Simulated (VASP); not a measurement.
A run of VASP 6.6.1:

File INCAR:

```
SYSTEM = Se
ALGO = Normal ; EDIFF = 1E-7
ENCUT = 520 ; GGA = CA
ISIF = 2 ; ISMEAR = -1
LASPH = .TRUE. ; LCHARG = .TRUE.
LELF = .TRUE. ; LREAL = .FALSE.
LVHAR = .TRUE. ; LWAVE = .FALSE.
NBANDS = 9 ; NELM = 80
PREC = Accurate ; SIGMA = 0.1
```

Contents of KPOINTS:

```
k-points
0
G
  14 14 14
  0 0 0
```

Contents of POSCAR:

```
Se
1.0
    0.0000000000      2.0883993408      2.0883993408
    2.0883993408      0.0000000000      2.0883993408
    2.0883993408      2.0883993408      0.0000000000
Se
1
Direct
    0.0000000000      0.0000000000      0.0000000000
```

Potentials or basis: VASP PAW LDA potentials, release 64 (Se).

Run with:

```sh
$ cat potpaw_LDA.64/Se/POTCAR > POTCAR
$ mpirun -np 1 vasp_std > vasp.out
```

Hardware: 1 thread of Intel(R) Xeon(R) 6975P-C (Granite Rapids) (shared host).

Estimate the wall time of this run.

Wall time 5.4 s on 1 thread of Intel(R) Xeon(R) 6975P-C (Granite Rapids), on a shared host, peak memory 0.13 GiB. Counts: scf iterations 10, k points 104.
